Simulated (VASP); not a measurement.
# GaSb (I-4m2) in VASP: further runs

The runs below take GaSb through single point, with PBEsol, BLYP, LDA.

All numbers are computed with VASP 6.6.1; they aren't measurements. Logs are shortened: lines on timing, memory, paths and dates and some standing lists are left out, and cuts for length are marked.

## 1. The cell of the first run

The structure is tetragonal, space group I-4m2 (No. 119). Conventional cell: a = 5.507 Å, b = 5.507 Å, c = 3.181 Å, α = 90.00°, β = 90.00°, γ = 90.00°. Within 3.8 Å of Ga (site symmetry -4m2) lie 8 Sb at 2.87 to 3.64 Å and 2 Ga at 3.18 Å. Within 3.8 Å of Sb (site symmetry -4m2) lie 8 Ga at 2.87 to 3.64 Å and 2 Sb at 3.18 Å.

## 2. Single point, PBEsol

Contents of INCAR:

```
  ALGO = Normal
  EDIFF = 1E-6
  ENCUT = 500
  GGA = PS
  GGA_COMPAT = F
  ISIF = 2
  ISMEAR = -1
  LASPH = T
  LCHARG = F
  LREAL = F
  LWAVE = F
  NBANDS = 16
  NELM = 120
  PREC = Accurate
  SIGMA = 0.05
```

Contents of KPOINTS:

```
k-points
0
Gamma
  5 5 5
```

Contents of POSCAR:

```
GaSb
1.0
   -2.7534340000      2.7534340000      1.5907070000
    2.7534340000     -2.7534340000      1.5907070000
    2.7534340000      2.7534340000     -1.5907070000
Ga Sb
1 1
Direct
    0.2500000000      0.7500000000      0.5000000000
    0.0000000000      0.0000000000      0.0000000000
```

Potentials or basis: VASP PAW PBE potentials, release 64 (Ga_d, Sb).

Run with:

```console
$ cat potpaw_PBE.64/Ga_d/POTCAR potpaw_PBE.64/Sb/POTCAR > POTCAR
$ mpirun -np 1 vasp_std > vasp.out
```

OUTCAR:

```text
EDIFF = 1E-6
   ENCUT = 500
   GGA = PS
   ISIF = 2
   ISMEAR = -1
   LASPH = T
   LREAL = F
   NELM = 120
   PREC = Accurate

 ion  position               nearest neighbor table
   1  0.250  0.750  0.500-   2 2.87   2 2.87   2 2.87   2 2.87
   2  0.000  0.000  0.000-   1 2.87   1 2.87   1 2.87   1 2.87

  LATTYP: Found a body centered tetragonal cell.
 ALAT       =     5.5068680000
 C/A-ratio  =     0.5777174975

  Lattice vectors:

 A1 = (  -2.7534340000,   2.7534340000,   1.5907070000)
 A2 = (   2.7534340000,  -2.7534340000,   1.5907070000)
 A3 = (   2.7534340000,   2.7534340000,  -1.5907070000)

Analysis of symmetry for initial positions (statically):
=====================================================================
 Subroutine PRICEL returns:
 Original cell was already a primitive cell.

 Routine SETGRP: Setting up the symmetry group for a
 body centered tetragonal supercell.

 Subroutine GETGRP returns: Found  8 space group operations
 (whereof  8 operations were pure point group operations)
 out of a pool of 16 trial point group operations.

The static configuration has the point symmetry D_2d.

Analysis of symmetry for dynamics (positions and initial velocities):
=====================================================================
 Subroutine PRICEL returns:
 Original cell was already a primitive cell.

 Routine SETGRP: Setting up the symmetry group for a
 body centered tetragonal supercell.

 Subroutine GETGRP returns: Found  8 space group operations
 (whereof  8 operations were pure point group operations)
 out of a pool of 16 trial point group operations.

The dynamic configuration has the point symmetry D_2d.

 Subroutine INISYM returns: Found  8 space group operations
 (whereof  8 operations are pure point group operations),
 and found     1 'primitive' translations

----------------------------------------------------------------------------------------

                                     Primitive cell

  volume of cell :      48.2391

  direct lattice vectors                    reciprocal lattice vectors
[... 65 lines left out ...]
   dimension x,y,z NGX =    32 NGY =   32 NGZ =   32
   dimension x,y,z NGXF=    64 NGYF=   64 NGZF=   64
   ions per type =               1   1
   NGX,Y,Z   is equivalent  to a cutoff of  12.65, 12.65, 12.65 a.u.
   NGXF,Y,Z  is equivalent  to a cutoff of  25.29, 25.29, 25.29 a.u.
 SYSTEM =  unknown system
   PREC   = accura    normal or accurate (medium, high low for compatibility)
   ISTART =      0    job   : 0-new  1-cont  2-samecut
   ICHARG =      2    charge: 1-file 2-atom 10-const
   ISPIN  =      1    spin polarized calculation?
   LNONCOLLINEAR =      F non collinear calculations
   LSORBIT =      F    spin-orbit coupling
   LASPH  =      T    aspherical Exc in radial PAW
   ENCUT  =  500.0 eV  36.75 Ry    6.06 a.u.   7.67  7.67  7.67*2*pi/ulx,y,z
   NELM   =    120;   NELMIN=  2; NELMDL= -5     # of ELM steps
   EDIFF  = 0.1E-05   stopping-criterion for ELM
   LREAL  =      F    real-space projection
[... 7 lines left out ...]
   TEBEG  =    0.0;   TEEND  =   0.0 temperature during run
   PSTRESS=    0.0 pullay stress
   NELECT =      18.0000    total number of electrons
   NUPDOWN=      -1.0000    fix difference up-down
   EMIN   =  10.00;   EMAX   =-10.00  energy-range for DOS
   EFERMI =   0.00;   METHOD = LEGACY
   ISMEAR =    -1;   SIGMA  =   0.05  broadening in eV -4-tet -1-fermi 0-gaus
   EFERMI_NEDOS =   21; number of points for ismear=-14 and -15
   IALGO  =     38    algorithm
   IMIX   =      4    mixing-type and parameters
     AMIX     =   0.40;   BMIX     =  1.00
     AMIX_MAG =   1.60;   BMIX_MAG =  1.00
  volume/ion in A,a.u.               =      24.12       162.77
  Fermi-wavevector in a.u.,A,eV,Ry     =   1.178598  2.227228 18.899772  1.389094
  Thomas-Fermi vector in A             =   2.314924
   LORBIT       =      0    0 simple, 1 ext, 2 COOP (PROOUT), +10 PAW based schemes
   GGA     = PS    functional components
   LHFCALC =     F    Hartree Fock is set to
   AEXX    =    0.0000 exact exchange contribution
   IVDW    =     0    specifies the selected vdW correction
   LEPSILON=     F    determine dielectric tensor
   LRPA    =     F    only Hartree local field effects (RPA)
 non-spin polarized calculation
  energy-cutoff  :      500.00
  volume of cell :       48.24
 maximum number of plane-waves:      1253
   NGX = 15   NGY = 15   NGZ = 15

 number of electron      17.9999994 magnetization

 Free energy of the ion-electron system (eV)
  ---------------------------------------------------
  ext. energy  EPLUGINS =         0.00000000
  ---------------------------------------------------
  free energy    TOTEN  =        -7.76587856 eV

  energy without entropy =       -7.75489526  energy(sigma->0) =       -7.76038691

 E-fermi :   6.5270     XC(G=0): -10.3631

 val. band max:        6.3787202526   @ k =   0.4000   0.4000   0.0000
 cond. band min:       6.5892148062   @ k =   0.4000   0.2000  -0.0000
 fundamental gap:      0.2104945536
 Fermi energy:         6.5269836658

 k-point     1 :       0.0000    0.0000    0.0000
  band No.  band energies     occupation
      1      -8.4168      2.00000
      2      -8.3362      2.00000
      3      -8.3283      2.00000
      4      -8.3048      2.00000
      5      -8.3048      2.00000
      6      -5.5589      2.00000
[... 319 lines left out ...]
      3      -8.3202      2.00000
      4      -8.3202      2.00000
      5      -8.2971      2.00000
      6      -2.4731      2.00000
[... 8 lines left out ...]
     15      18.1829      0.00000
     16      18.8224      0.00000

------------------------ aborting loop because EDIFF is reached ----------------------------------------

  FORCE on cell =-STRESS in cart. coord.  units (eV):
  Direction    XX          YY          ZZ          XY          YZ          ZX
  --------------------------------------------------------------------------------------
  -------------------------------------------------------------------------------------
  Total       -0.8629540     -0.8629540     -0.7987308      0.0000000      0.0000000      0.0000000
  in kB      -28.6614860    -28.6614860    -26.5284264      0.0000000      0.0000000      0.0000000
  external PRESSURE =     -27.9504661 kB  Pullay stress =       0.0000000 kB

 VOLUME and BASIS-vectors are now :
 -----------------------------------------------------------------------------
  energy-cutoff  :      500.00
  volume of cell :       48.24
      direct lattice vectors                 reciprocal lattice vectors
    -2.753434000  2.753434000  1.590707000     0.000000000  0.181591424  0.314325643
     2.753434000 -2.753434000  1.590707000     0.181591424  0.000000000  0.314325643
     2.753434000  2.753434000 -1.590707000     0.181591424  0.181591424  0.000000000

 POSITION                                       TOTAL-FORCE (eV/Angst)
 -----------------------------------------------------------------------------------
      2.75343      0.00000      0.79535         0.000000      0.000000      0.000000
      0.00000      0.00000      0.00000        -0.000000     -0.000000     -0.000000
 -----------------------------------------------------------------------------------
    total drift:                                0.000000     -0.000000      0.000000

  FREE ENERGIE OF THE ION-ELECTRON SYSTEM (eV)
  ---------------------------------------------------
  free  energy   TOTEN  =        -7.7658785568 eV

  energy  without entropy=       -7.7548952573  energy(sigma->0) =       -7.76038691
```

OSZICAR:

```text
N       E                     dE             d eps       ncg     rms          rms(c)
DAV:   1     0.801319618935E+02    0.80132E+02   -0.80857E+03   576   0.142E+03
DAV:   2    -0.185459387668E+01   -0.81987E+02   -0.78934E+02   688   0.314E+02
DAV:   3    -0.769454997888E+01   -0.58400E+01   -0.57872E+01   680   0.619E+01
DAV:   4    -0.780366327096E+01   -0.10911E+00   -0.10907E+00   720   0.946E+00
DAV:   5    -0.780613705219E+01   -0.24738E-02   -0.24738E-02   696   0.129E+00    0.236E+00
DAV:   6    -0.777503878007E+01    0.31098E-01   -0.49063E-02   744   0.372E+00    0.131E+00
DAV:   7    -0.776625981878E+01    0.87790E-02   -0.15723E-02   816   0.144E+00    0.218E-01
DAV:   8    -0.776589682772E+01    0.36299E-03   -0.18238E-03   768   0.529E-01    0.436E-02
DAV:   9    -0.776587854488E+01    0.18283E-04   -0.85279E-05   672   0.807E-02    0.199E-02
DAV:  10    -0.776587855682E+01   -0.11932E-07   -0.77553E-06   712   0.240E-02
   1 F= -.77658786E+01 E0= -.77603869E+01  d E =-.109833E-01
```

It took 11 s on 1 thread of Intel Xeon Platinum 8259CL at 2.50GHz (Skylake/Cascade Lake), shared host; peak memory 0.18 GiB.

Results:

```
Free energy            : -7.7659 eV
Pressure               : -2.8 GPa
Band gap on the k mesh : zero (bands 9 and 10 overlap by 2.67 eV)
```

Caveat: the k points lie up to 0.46 Å⁻¹ apart, too coarse for converged energies and pressures of a metal; the PAW data sets were made with another functional, which shifts forces and pressure a little; spin-orbit coupling is left out, which moves the levels of the heavy elements.

## 3. Single point, BLYP

Contents of INCAR:

```
PREC = Accurate
ENCUT = 500
EDIFF = 1E-6
ISMEAR = -1
SIGMA = 0.05
LREAL = False
LASPH = True
NELM = 120
ALGO = Normal
ISIF = 2
LWAVE = False
LCHARG = False
GGA = B5
ALDAX = 1.0
AGGAX = 1.0
AGGAC = 1.0
ALDAC = 0.0
NBANDS = 16
GGA_COMPAT = False
```

Contents of KPOINTS:

```
Automatic mesh
0
Gamma
  5 5 5
```

POSCAR is that of step 2.

Potentials or basis: VASP PAW PBE potentials, release 64 (Ga_d, Sb).

Run with:

```console
$ cat potpaw_PBE.64/Ga_d/POTCAR potpaw_PBE.64/Sb/POTCAR > POTCAR
$ mpirun -np 1 vasp_std > vasp.out
```

Wall time 20 s (1 thread of Intel Xeon Platinum 8259CL at 2.50GHz (Skylake/Cascade Lake), shared host); peak memory 0.18 GiB.

Results (log left out):

- Free energy: -5.2882 eV
- Pressure: 5.5 GPa
- Band gap on the k mesh: zero (bands 9 and 10 overlap by 2.59 eV)

Stress tensor (GPa, compression positive):
```
5.56 0.00 0.00
0.00 5.56 0.00
0.00 0.00 5.25
```

Levels at points of the mesh, in eV from the Fermi level:
```csv
k point,band 5,band 6,band 7,band 8,band 9,band 10,band 11,band 12,band 13,band 14
"(0.00, 0.00, 0.00)",-15.00,-12.07,-3.22,-1.98,-1.98,3.72,4.69,6.88,6.88,7.19
```

Caveat: the k points lie up to 0.46 Å⁻¹ apart, too coarse for converged energies and pressures of a metal; the PAW data sets were made with another functional, which shifts forces and pressure a little; spin-orbit coupling is left out, which moves the levels of the heavy elements.

## 4. Single point, LDA

Contents of INCAR:

```
SYSTEM = GaSb
ALGO     = Normal         ! electronic algorithm
EDIFF    = 1E-6           ! SCF threshold, eV
ENCUT    = 500            ! plane-wave cutoff, eV
GGA_COMPAT= .FALSE.      
ISIF     = 2              ! what is computed and relaxed
ISMEAR   = -1             ! smearing method
LASPH    = .TRUE.         ! aspherical terms in the spheres
LCHARG   = .FALSE.        ! write CHGCAR
LREAL    = .FALSE.        ! projectors in reciprocal space
LWAVE    = .FALSE.        ! write WAVECAR
NBANDS   = 16             ! bands
NELM     = 120            ! most SCF steps
PREC     = Accurate       ! precision mode
SIGMA    = 0.05           ! smearing width, eV
```

Contents of KPOINTS:

```
k-points
0
G
  5 5 5
  0 0 0
```

POSCAR is that of step 3.

Potentials or basis: VASP PAW LDA potentials, release 64 (Ga_d, Sb).

Run with:

```console
$ cat potpaw_LDA.64/Ga_d/POTCAR potpaw_LDA.64/Sb/POTCAR > POTCAR
$ mpirun -np 1 vasp_std > vasp.out
```

Run time: 9.6 s. Hardware: 1 thread of Intel Xeon Platinum 8259CL at 2.50GHz (Skylake/Cascade Lake), shared host; peak memory 0.15 GiB.

It converged, with:

```
Free energy            : -8.2304 eV
Pressure               : -4.1 GPa
Band gap on the k mesh : zero (bands 9 and 10 overlap by 2.63 eV)
```

Stress tensor (GPa, compression positive):
```
-4.20  0.00  0.00
 0.00 -4.20  0.00
 0.00  0.00 -3.75
```

Levels at points of the mesh, in eV from the Fermi level:
| k point | band 7 | band 8 | band 9 | band 10 | band 11 | band 12 |
| --- | --- | --- | --- | --- | --- | --- |
| (0.00, 0.00, 0.00) | -3.13 | -1.96 | -1.96 | 3.39 | 4.76 | 6.92 |

Caveat: the k points lie up to 0.46 Å⁻¹ apart, too coarse for converged energies and pressures of a metal; spin-orbit coupling is left out, which moves the levels of the heavy elements.

## 5. Summary

| level | potentials or basis | gap on the mesh (eV) | pressure (GPa) |
| --- | --- | --- | --- |
| PBEsol | VASP PAW PBE potentials, release 64 (Ga_d, Sb) | none | -2.8 |
| BLYP | VASP PAW PBE potentials, release 64 (Ga_d, Sb) | none | 5.5 |
| LDA | VASP PAW LDA potentials, release 64 (Ga_d, Sb) | none | -4.1 |

Alike in all rows: task single point; no spin polarisation; cell as given; k mesh 5 × 5 × 5; cutoff (eV) 500; smearing fermi-dirac 0.05 eV.

Caveats: all runs use coarse meshes; spin-orbit coupling is left out, which moves the levels of the heavy elements; the PAW data sets were made with another functional, which shifts forces and pressure a little (at least some runs).

Total energies depend on the potentials used, so only differences within one code and one set of settings carry meaning.
